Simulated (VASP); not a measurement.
Runs of VASP 6.6.1 on ZrB2. The structure is that of space group P6/mmm (No. 191), or close to it. The cells are those of the table. 

```tsv
task	level	potentials or basis	U	cell	k mesh	cutoff (eV)	smearing	grid for exact exchange (PRECFOCK)	share of exact exchange	screening parameter	gap on the mesh (eV)	pressure (GPa)
single point	PBE	VASP PAW PBE potentials, release 64 (Zr_sv, B)	-	a = 3.170, b = 3.170, c = 3.533 Å, angles 90.0, 90.0, 120.0°, 3 atoms	10 × 10 × 8	520	gaussian 0.028 eV	-	-	-	none	0.9
single point	PBE	VASP PAW PBE potentials, release 64 (Zr_sv, B)	-	a = 3.170, b = 3.170, c = 3.533 Å, angles 90.0, 90.0, 120.0°, 3 atoms	10 × 10 × 8	520	gaussian 0.018 eV	-	-	-	none	0.9
single point	r2SCAN+U	VASP PAW PBE potentials, release 64 (Zr_sv, B)	Zr d U = 4.0 eV	a = 3.172, b = 3.172, c = 3.599 Å, angles 90.0, 90.0, 120.0°, 3 atoms	10 × 10 × 8	520	fermi-dirac 0.05 eV	-	-	-	none	5.3
single point	PBE	VASP PAW PBE potentials, release 64 (Zr_sv, B)	-	a = 3.170, b = 3.170, c = 3.533 Å, angles 90.0, 90.0, 120.0°, 3 atoms	10 × 10 × 8	520	gaussian 0.024 eV	-	-	-	none	0.9
single point	PBEsol	VASP PAW PBE potentials, release 64 (Zr_sv, B)	-	a = 3.170, b = 3.170, c = 3.533 Å, angles 90.0, 90.0, 120.0°, 3 atoms	8 × 8 × 6	520	fermi-dirac 0.05 eV	-	-	-	none	(b)
single point	LDA	VASP PAW LDA potentials, release 64 (Zr_sv, B)	-	a = 3.105, b = 3.105, c = 3.461 Å, angles 90.0, 90.0, 120.0°, 3 atoms	10 × 10 × 8	520	fermi-dirac 0.05 eV	-	-	-	none	7.6
single point	PBE+D3(BJ)	VASP PAW PBE potentials, release 64 (Zr_sv, B)	-	a = 3.105, b = 3.105, c = 3.461 Å, angles 90.0, 90.0, 120.0°, 3 atoms	10 × 10 × 8	520	fermi-dirac 0.05 eV	-	-	-	none	(a)
single point	r2SCAN+D4	VASP PAW PBE potentials, release 64 (Zr_sv, B)	-	a = 3.160, b = 3.160, c = 3.538 Å, angles 90.0, 90.0, 120.0°, 3 atoms	10 × 10 × 8	520	fermi-dirac 0.05 eV	-	-	-	none	0.1
single point	LDA	VASP PAW LDA potentials, release 64 (Zr_sv, B)	-	a = 3.212, b = 3.212, c = 3.579 Å, angles 90.0, 90.0, 120.0°, 3 atoms	10 × 10 × 8	520	fermi-dirac 0.05 eV	-	-	-	none	-16.6
single point	PBE	VASP PAW PBE potentials, release 64 (Zr_sv, B)	-	a = 3.170, b = 3.170, c = 3.462 Å, angles 90.0, 90.0, 120.0°, 3 atoms	8 × 8 × 7	520	fermi-dirac 0.05 eV	-	-	-	none	5.8
relaxation of cell and atoms	RPBE	VASP PAW PBE potentials, release 64 (Zr_sv, B)	-	relaxed from a = 3.170, b = 3.170, c = 3.533 Å, angles 90.0, 90.0, 120.0°, 3 atoms	10 × 10 × 8	600	fermi-dirac 0.05 eV	-	-	-	none	0.1
single point	PBE-based screened hybrid	VASP PAW PBE potentials, release 64 (Zr_sv, B)	-	a = 3.170, b = 3.170, c = 3.533 Å, angles 90.0, 90.0, 120.0°, 3 atoms	5 × 5 × 4	520	fermi-dirac 0.05 eV	Normal	0.25	0.3 1/Å	none	-1.7
```

Alike in all rows: no spin polarisation.

Question: Fill in the values left out.

Answer: (a) 10.8; (b) -3.8.

Caveats: some runs use coarse meshes; the PAW data sets were made with another functional, which shifts forces and pressure a little (some runs); pairwise dispersion overbinds metals, which lowers pressure and volume (some runs); U without spin polarisation on a metal has little footing (some runs); the U is typed as a test and isn't derived for this compound (some runs).

A k mesh can miss the band edges, and the runs leave out spin-orbit coupling on Zr.

A gap of «none» marks levels without a gap at the run's occupations.
